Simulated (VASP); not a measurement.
InP, 2 atoms in the cell. Symmetry: Fm-3m, No. 225, cubic system. The conventional cell has a = 5.455 Å, b = 5.455 Å, c = 5.455 Å, α = 90.00°, β = 90.00°, γ = 90.00°. Within 3.6 Å of In (site symmetry m-3m) lie 6 P at 2.73 Å. P (site symmetry m-3m) has 6 In at 2.73 Å within 3.6 Å. 

* Program: VASP 6.6.1
* Task: single point
* Functional: LDA
* Potentials or basis: VASP PAW LDA potentials, release 64 (In_d, P)
* Cutoff: 520 eV
* k mesh: 14 × 14 × 14
* Occupations: fermi-dirac, width 0.15 eV
* Spin: no spin polarisation
* Dipole correction: no
* Further INCAR settings: ALGO = Normal; EDIFF = 1e-07; NBANDS = 16

Potentials or basis: VASP PAW LDA potentials, release 64 (In_d, P).

The run is started by

```sh
$ cat potpaw_LDA.64/In_d/POTCAR potpaw_LDA.64/P/POTCAR > POTCAR
$ mpirun -np 1 vasp_std > vasp.out
```

Hardware: 1 thread of Intel(R) Xeon(R) 6975P-C (Granite Rapids), on a shared host.

**Question.** How long does it take, and how much memory?

**Answer.** It took 34 s on 1 thread of Intel(R) Xeon(R) 6975P-C (Granite Rapids) (shared host), peak memory 0.19 GiB. Counts: scf iterations 13, k points 104.
